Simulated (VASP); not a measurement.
Set up this calculation in VASP 6.6.1, as the native input.

```
Task                   : relaxation of shape and atoms at fixed volume
Functional             : r2SCAN
Potentials or basis    : VASP PAW PBE potentials, release 64 (Pb_d, O)
Cutoff                 : 600 eV
k mesh                 : 6 × 6 × 4
Occupations            : gaussian, width 0.05 eV
Spin                   : no spin polarisation
Dipole correction      : no
Further INCAR settings : ALGO = Normal; EDIFF = 1e-07; IBRION = 2; EDIFFG = -0.04; NSW = 60; ISIF = 4
```

The system is PbO.

```
CELL_PARAMETERS angstrom
3.87298 0.00000 0.00000
0.00000 3.87298 0.00000
0.00000 0.00000 5.38453
ATOMIC_POSITIONS crystal
Pb 0.50000 0.00000 0.21462
Pb 0.00000 0.50000 0.78538
O 0.00000 0.00000 0.00000
O 0.50000 0.50000 0.00000
```

The input as run:

POSCAR

```
PbO
1.0
    3.8729801903      0.0000000000      0.0000000000
    0.0000000000      3.8729801903      0.0000000000
    0.0000000000      0.0000000000      5.3845328940
Pb O
2 2
Direct
    0.5000000000      0.0000000000      0.2146169139
    0.0000000000      0.5000000000      0.7853830861
    0.0000000000      0.0000000000      0.0000000000
    0.5000000000      0.5000000000      0.0000000000
```

INCAR.step1

```
SYSTEM = PbO
PREC = Accurate
ENCUT = 600
ISMEAR = 0
SIGMA = 0.05
LREAL = .False.
LASPH = .True.
NELM = 60
GGA = PE
ALGO = Normal
EDIFF = 1E-4
LWAVE = .True.
LCHARG = .False.
```

INCAR.step2

```
SYSTEM = PbO
PREC = Accurate
ENCUT = 600
EDIFF = 1E-7
ISMEAR = 0
SIGMA = 0.05
LREAL = .False.
LASPH = .True.
NELM = 60
ALGO = Normal
ISIF = 4
LWAVE = .False.
LCHARG = .False.
METAGGA = R2SCAN
LMIXTAU = .True.
IBRION = 2
NSW = 60
EDIFFG = -0.04
ISTART = 1
```

KPOINTS

```
Automatic mesh
0
Gamma
  6 6 4
  0 0 0
```

Potentials or basis: VASP PAW PBE potentials, release 64 (Pb_d, O).

Launch:

```bash
$ cat potpaw_PBE.64/Pb_d/POTCAR potpaw_PBE.64/O/POTCAR > POTCAR
$ cp INCAR.step1 INCAR
$ mpirun -np 1 vasp_std > vasp.out
$ cp INCAR.step2 INCAR
$ mpirun -np 1 vasp_std > vasp.out
```

It gave:

* Energy gained by relaxing: 45.2 meV/atom
* Ionic steps: 8
* Pressure after relaxing: 0.7 GPa
* Largest force after relaxing: 0.021 eV/Å
* Band gap on the k mesh: 1.60 eV (least direct gap 2.70 eV)

Caveat: the PAW data sets were made with another functional, which shifts forces and pressure a little; spin-orbit coupling is left out, which moves the levels of the heavy elements.

Wall time 24 min on 1 thread of Intel(R) Xeon(R) Platinum 8259CL CPU @ 2.50GHz (Skylake/Cascade Lake) (shared host), peak memory 0.27 GiB.
